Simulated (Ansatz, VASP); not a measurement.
**Ni in VASP and in Ansatz**

```xyz
1
Lattice="0.0000 1.7593 1.7593 1.7593 0.0000 1.7593 1.7593 1.7593 0.0000" Properties=species:S:1:pos:R:3 pbc="T T T"
Ni    0.0000    0.0000    0.0000
```

Alike in both runs: task electric field gradients; functional PBE; k mesh 22 × 22 × 22; occupations gaussian, width 0.05 eV; collinear spin.

|  | VASP | Ansatz |
| --- | --- | --- |
| version | VASP 6.6.1 | Ansatz 0.2.0 |
| potentials or method | VASP PAW PBE potentials, release 64 (Ni), cutoff 520 eV | scalar-relativistic, plane waves, PAW |
| valence electrons in the cell | 10 | 18 |

|  | VASP | Ansatz | Ansatz less VASP |
| --- | --- | --- | --- |
| gap on the k mesh at the Fermi level (eV) | none | none | - |
| pressure (GPa) | 0.0 | 0.0 | +0.03 |
| net moment per atom (μB) | 0.65 | 0.65 | +0.004 |
| size of the moment on the site where the two differ most (μB) | 0.66 | 0.69 | +0.031 |

Site moments also hang on the region over which each program counts them. A gap of «none» marks a metal or a gap that the smearing closes. VASP's potentials hold 10 valence electrons a cell and Ansatz's 18, so a difference there can come from the potentials and not from the codes.
